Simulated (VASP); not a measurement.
# Ir (P6_3/mmc) in VASP: further runs

The runs below take Ir through single point, with LDA.

All numbers are computed with VASP 6.6.1; they aren't measurements. Logs are shortened: lines on timing, memory, paths and dates and some standing lists are left out, and cuts for length are marked.

### 1 The cell of the first run

It takes space group P6_3/mmc (No. 194, hexagonal). The conventional cell has a = 2.705 Å, b = 2.705 Å, c = 4.386 Å, α = 90.00°, β = 90.00°, γ = 120.00°. Within 3.6 Å of Ir (site symmetry -6m2) lie 12 Ir at 2.69 to 2.71 Å.

### 2 Single point, LDA, collinear spin, ferromagnetic start

INCAR

```
SYSTEM = Ir
ALGO = Fast ; EDIFF = 1E-6
ENCUT = 520 ; GGA = CA
ISIF = 2 ; ISMEAR = 0
ISPIN = 2 ; LASPH = .TRUE.
LCHARG = .TRUE. ; LELF = .TRUE.
LMAXMIX = 4 ; LORBIT = 11
LREAL = .FALSE. ; LVHAR = .TRUE.
LWAVE = .FALSE. ; MAGMOM = 0.2 0.2
NBANDS = 20 ; NELM = 150
NUPDOWN = 0.4 ; PREC = Accurate
SIGMA = 0.15
```

KPOINTS

```
k-points
0
G
  21 21 12
  0 0 0
```

POSCAR

```
Ir
1.0
    2.7052421934      0.0000000000      0.0000000000
   -1.3526210967      2.3428084629      0.0000000000
    0.0000000000      0.0000000000      4.3862377053
Ir
2
Direct
    0.6666666667      0.3333333333      0.7500000000
    0.3333333333      0.6666666667      0.2500000000
```

Potentials or basis: VASP PAW LDA potentials, release 64 (Ir).

The run is started by

```bash
> cat potpaw_LDA.64/Ir/POTCAR > POTCAR
> mpirun -np 1 vasp_std > vasp.out
```

OUTCAR:

```text
SYSTEM = Ir
   EDIFF = 1E-6
   ENCUT = 520
   GGA = CA
   ISIF = 2
   ISMEAR = 0
   ISPIN = 2
   LASPH = .TRUE.
   LORBIT = 11
   LREAL = .FALSE.
   NELM = 150
   NUPDOWN = 0.4
   PREC = Accurate

 ion  position               nearest neighbor table
   1  0.667  0.333  0.750-   2 2.69   2 2.69   2 2.69   2 2.69   2 2.69   2 2.69
   2  0.333  0.667  0.250-   1 2.69   1 2.69   1 2.69   1 2.69   1 2.69   1 2.69

  LATTYP: Found a hexagonal cell.
 ALAT       =     2.7052421934
 C/A-ratio  =     1.6213844794

  Lattice vectors:

 A1 = (   2.7052421934,   0.0000000000,   0.0000000000)
 A2 = (  -1.3526210967,   2.3428084629,   0.0000000000)
 A3 = (   0.0000000000,   0.0000000000,   4.3862377053)

Analysis of symmetry for initial positions (statically):
=====================================================================
 Subroutine PRICEL returns:
 Original cell was already a primitive cell.

 Routine SETGRP: Setting up the symmetry group for a
 hexagonal supercell.

 Subroutine GETGRP returns: Found 24 space group operations
 (whereof 12 operations were pure point group operations)
 out of a pool of 24 trial point group operations.

The static configuration has the point symmetry D_3d.
 The point group associated with its full space group is D_6h.

Analysis of symmetry for dynamics (positions and initial velocities):
=====================================================================
 Subroutine PRICEL returns:
 Original cell was already a primitive cell.

 Routine SETGRP: Setting up the symmetry group for a
 hexagonal supercell.

 Subroutine GETGRP returns: Found 24 space group operations
 (whereof 12 operations were pure point group operations)
 out of a pool of 24 trial point group operations.

The dynamic configuration has the point symmetry D_3d.
 The point group associated with its full space group is D_6h.

Analysis of structural, dynamic, and magnetic symmetry:
=====================================================================
 Subroutine PRICEL returns:
 Original cell was already a primitive cell.

 Routine SETGRP: Setting up the symmetry group for a
 hexagonal supercell.

 Subroutine GETGRP returns: Found 24 space group operations
 (whereof 12 operations were pure point group operations)
 out of a pool of 24 trial point group operations.

The overall configuration has the point symmetry D_3d.
 The point group associated with its full space group is D_6h.

 Subroutine INISYM returns: Found 24 space group operations
 (whereof 12 operations are pure point group operations),
 and found     1 'primitive' translations

----------------------------------------------------------------------------------------

                                     Primitive cell

  volume of cell :      27.7994

  direct lattice vectors                    reciprocal lattice vectors
     2.705242193  0.000000000  0.000000000     0.369652670  0.213419069  0.000000000
    -1.352621097  2.342808463  0.000000000     0.000000000  0.426838137  0.000000000
     0.000000000  0.000000000  4.386237705     0.000000000  0.000000000  0.227985820

  length of vectors
     2.705242193  2.705242193  4.386237705     0.426838137  0.426838137  0.227985820

  position of ions in fractional coordinates (direct lattice)
     0.666666667  0.333333333  0.750000000
     0.333333333  0.666666667  0.250000000

  ion indices of the primitive-cell ions
   primitive index   ion index
                 1           1
                 2           2

----------------------------------------------------------------------------------------

 KPOINTS: k-points

Automatic generation of k-mesh.
 Grid dimensions read from file:
 generate k-points for:   21   21   12

 Generating k-lattice:

  Cartesian coordinates                     Fractional coordinates (reciprocal lattice)
     0.017602508  0.010162813  0.000000000     0.047619048  0.000000000  0.000000000
     0.000000000  0.020325626  0.000000000     0.000000000  0.047619048  0.000000000
     0.000000000  0.000000000  0.018998818     0.000000000  0.000000000  0.083333333

  Length of vectors
     0.020325626  0.020325626  0.018998818

  Shift w.r.t. Gamma in fractional coordinates (k-lattice)
     0.000000000  0.000000000  0.000000000

 Subroutine IBZKPT returns following result:
 ===========================================

 Found    336 irreducible k-points:

 Following reciprocal coordinates:
            Coordinates               Weight
  0.000000  0.000000  0.000000      1.000000
  0.047619  0.000000  0.000000      6.000000
  0.095238  0.000000  0.000000      6.000000
  0.142857  0.000000  0.000000      6.000000
  0.190476  0.000000  0.000000      6.000000
  0.238095  0.000000  0.000000      6.000000
[... 16 lines left out ...]
  0.142857  0.095238  0.000000     12.000000
  0.190476  0.095238  0.000000     12.000000
 [... further k-points ...]
   k-points           NKPTS =    336   k-points in BZ     NKDIM =    336   number of bands    NBANDS=     20
   number of dos      NEDOS =    301   number of ions     NIONS =      2
   total plane-waves  NPLWV =  14400
   dimension x,y,z NGX =    20 NGY =   20 NGZ =   36
   dimension x,y,z NGXF=    40 NGYF=   40 NGZF=   72
   ions per type =               2
   NGX,Y,Z   is equivalent  to a cutoff of  12.29, 12.29, 13.64 a.u.
   NGXF,Y,Z  is equivalent  to a cutoff of  24.58, 24.58, 27.29 a.u.
 SYSTEM =  Ir
   PREC   = accura    normal or accurate (medium, high low for compatibility)
   ISTART =      0    job   : 0-new  1-cont  2-samecut
   ICHARG =      2    charge: 1-file 2-atom 10-const
   ISPIN  =      2    spin polarized calculation?
   LNONCOLLINEAR =      F non collinear calculations
   LSORBIT =      F    spin-orbit coupling
   LASPH  =      T    aspherical Exc in radial PAW
   ENCUT  =  520.0 eV  38.22 Ry    6.18 a.u.   5.03  5.03  8.16*2*pi/ulx,y,z
   NELM   =    150;   NELMIN=  2; NELMDL= -5     # of ELM steps
   EDIFF  = 0.1E-05   stopping-criterion for ELM
   LREAL  =      F    real-space projection
   EDIFFG = 0.1E-04   stopping-criterion for IOM
   NSW    =      0    number of steps for IOM
   IBRION =     -1    ionic relax: 0-MD 1-quasi-New 2-CG
   NFREE  =      0    steps in history (QN), initial steepest desc. (CG)
   ISIF   =      2    stress and relaxation
   ISYM   =      2    0-nonsym 1-usesym 2-fastsym
   POTIM  = 0.5000    time-step for ionic-motion
   TEBEG  =    0.0;   TEEND  =   0.0 temperature during run
   PSTRESS=    0.0 pullay stress
   NELECT =      18.0000    total number of electrons
   NUPDOWN=       0.4000    fix difference up-down
   EMIN   =  10.00;   EMAX   =-10.00  energy-range for DOS
   EFERMI =   0.00;   METHOD = LEGACY
   ISMEAR =     0;   SIGMA  =   0.15  broadening in eV -4-tet -1-fermi 0-gaus
   EFERMI_NEDOS =   21; number of points for ismear=-14 and -15
   IALGO  =     68    algorithm
   IMIX   =      4    mixing-type and parameters
     AMIX     =   0.40;   BMIX     =  1.00
     AMIX_MAG =   1.60;   BMIX_MAG =  1.00
  volume/ion in A,a.u.               =      13.90        93.80
  Fermi-wavevector in a.u.,A,eV,Ry     =   1.416296  2.676411 27.291842  2.005894
  Thomas-Fermi vector in A             =   2.537645
   LORBIT       =     11    0 simple, 1 ext, 2 COOP (PROOUT), +10 PAW based schemes
   GGA     = CA    functional components
   LHFCALC =     F    Hartree Fock is set to
   AEXX    =    0.0000 exact exchange contribution
   IVDW    =     0    specifies the selected vdW correction
   LEPSILON=     F    determine dielectric tensor
   LRPA    =     F    only Hartree local field effects (RPA)
 spin polarized calculation
 RMM-DIIS sequential band-by-band and
 Gauss-broadening in eV      SIGMA  =   0.15
  energy-cutoff  :      520.00
  volume of cell :       27.80
 maximum number of plane-waves:       772
 NGX is ok and might be reduce to    20
   NGX =  9   NGY =  9   NGZ = 17

 number of electron      18.0000001 magnetization       0.4000000

 Free energy of the ion-electron system (eV)
  ---------------------------------------------------
  ext. energy  EPLUGINS =         0.00000000
  ---------------------------------------------------
  free energy    TOTEN  =       -20.48220742 eV

  energy without entropy =      -20.45592661  energy(sigma->0) =      -20.46906702

 E-fermi :  10.6258     XC(G=0): -14.2403

 val. band max:       10.8651765858   @ k =   0.3333   0.3333   0.2500
 cond. band min:      10.6289343283   @ k =   0.0952   0.0000   0.4167
 fundamental gap:     -0.2362422576
 Fermi energy:        10.8705736540

 spin component 1

 k-point     1 :       0.0000    0.0000    0.0000
  band No.  band energies     occupation
      1      -0.6994      1.00000
      2       2.3021      1.00000
      3       6.6032      1.00000
      4       6.7105      1.00000
      5       6.7105      1.00000
      6       7.3929      1.00000
[... 12 lines left out ...]
     19      33.4804      0.00000
     20      33.5084      0.00000
[... 507 lines left out ...]
 k-point    24 :       0.1905    0.0952    0.0000
  band No.  band energies     occupation
      1       1.5144      1.00000
      2       3.8107      1.00000
      3       5.2523      1.00000
      4       5.4069      1.00000
      5       6.6239      1.00000
      6       6.8465      1.00000
[... 12 lines left out ...]
     19      31.8619      0.00000
     20      33.9698      0.00000

 [... further k-points ...]

 spin component 2

 k-point     1 :       0.0000    0.0000    0.0000
  band No.  band energies     occupation
      1      -0.6452      1.00000
      2       2.3843      1.00000
      3       6.7141      1.00000
      4       6.8164      1.00000
      5       6.8164      1.00000
      6       7.5018      1.00000
[... 12 lines left out ...]
     19      33.5395      0.00000
     20      33.5437      0.00000
[... 507 lines left out ...]
 k-point    24 :       0.1905    0.0952    0.0000
  band No.  band energies     occupation
      1       1.5711      1.00000
      2       3.8997      1.00000
      3       5.3470      1.00000
      4       5.4983      1.00000
      5       6.7251      1.00000
      6       6.9551      1.00000
[... 12 lines left out ...]
     19      31.9222      0.00000
     20      34.0436      0.00000

 [... further k-points ...]
[... 5 lines left out ...]
  --------------------------------------------------------------------------------------
  -------------------------------------------------------------------------------------
  Total        0.5323567      0.5323567      0.5251049     -0.0000000     -0.0000000      0.0000000
  in kB       30.6816171     30.6816171     30.2636684     -0.0000000     -0.0000000      0.0000000
  external PRESSURE =      30.5423009 kB  Pullay stress =       0.0000000 kB

 VOLUME and BASIS-vectors are now :
 -----------------------------------------------------------------------------
  energy-cutoff  :      520.00
  volume of cell :       27.80
      direct lattice vectors                 reciprocal lattice vectors
     2.705242193  0.000000000  0.000000000     0.369652670  0.213419069  0.000000000
    -1.352621097  2.342808463  0.000000000     0.000000000  0.426838137  0.000000000
     0.000000000  0.000000000  4.386237705     0.000000000  0.000000000  0.227985820

 POSITION                                       TOTAL-FORCE (eV/Angst)
 -----------------------------------------------------------------------------------
      1.35262      0.78094      3.28968        -0.000000     -0.000000      0.000000
     -0.00000      1.56187      1.09656         0.000000      0.000000      0.000000
 -----------------------------------------------------------------------------------
    total drift:                               -0.000000      0.000000     -0.000000

  FREE ENERGIE OF THE ION-ELECTRON SYSTEM (eV)
  ---------------------------------------------------
  free  energy   TOTEN  =       -20.4822074204 eV

  energy  without entropy=      -20.4559266105  energy(sigma->0) =      -20.46906702

 total charge

# of ion       s       p       d       tot
------------------------------------------
    1        0.683   0.763   7.033   8.480
    2        0.683   0.763   7.033   8.480
--------------------------------------------------
tot          1.366   1.526  14.067  16.959

 magnetization (x)

# of ion       s       p       d       tot
------------------------------------------
    1        0.001   0.003   0.190   0.194
    2        0.001   0.003   0.190   0.194
--------------------------------------------------
tot          0.002   0.006   0.380   0.388
```

Run time: 4.5 min. Hardware: 1 thread of Intel Xeon Platinum 8259CL at 2.50GHz (Skylake/Cascade Lake), shared host; peak memory 0.34 GiB.

What came out:

```yaml
Free_energy: -20.4822 eV
Pressure: 3.1 GPa
Net_moment: 0.40 μB per cell
Site_moments: Ir +0.19 μB
Valence_electrons_inside_the_program's_atomic_spheres: Ir 8.48
```

Caveat: spin-orbit coupling is left out, which moves the levels of the heavy elements; the total moment is fixed, so each spin has its own Fermi level.

### 3 Single point, LDA, collinear spin, ferromagnetic start

INCAR

```
SYSTEM = Ir
PREC     = Accurate       ! precision mode
ENCUT    = 520            ! plane-wave cutoff, eV
EDIFF    = 1E-7           ! SCF threshold, eV
ISMEAR   = 0              ! smearing method
SIGMA    = 0.15           ! smearing width, eV
LREAL    = .FALSE.        ! projectors in reciprocal space
LASPH    = .TRUE.         ! aspherical terms in the spheres
NELM     = 150            ! most SCF steps
ALGO     = Normal         ! electronic algorithm
ISIF     = 2              ! what is computed and relaxed
LWAVE    = .FALSE.        ! write WAVECAR
LCHARG   = .FALSE.        ! write CHGCAR
ISPIN    = 2              ! spin polarisation
MAGMOM   = 0.4 0.4        ! initial moments
LORBIT   = 11             ! projections on sites
NUPDOWN  = 0.8            ! fixed moment
LMAXMIX  = 4              ! l up to which the mixer works
NBANDS   = 20             ! bands
```

KPOINTS

```
Automatic mesh
0
G
  21 21 12
  0 0 0
```

POSCAR is that of step 2.

Potentials or basis: VASP PAW LDA potentials, release 64 (Ir).

The run is started by

```bash
> cat potpaw_LDA.64/Ir/POTCAR > POTCAR
> mpirun -np 1 vasp_std > vasp.out
```

Run time: 4.4 min. Hardware: 1 thread of Intel Xeon Platinum 8259CL at 2.50GHz (Skylake/Cascade Lake), shared host; peak memory 0.34 GiB.

The run converged. Its results:

```
Free energy                                           : -20.4100 eV
Pressure                                              : 4.1 GPa
Net moment                                            : 0.80 μB per cell
Site moments                                          : Ir +0.39 μB
Valence electrons inside the program's atomic spheres : Ir 8.48
```

Stress tensor (GPa, compression positive):
```
4.31 0.00 0.00
0.00 4.31 0.00
0.00 0.00 3.70
```

Caveat: spin-orbit coupling is left out, which moves the levels of the heavy elements; the total moment is fixed, so each spin has its own Fermi level.
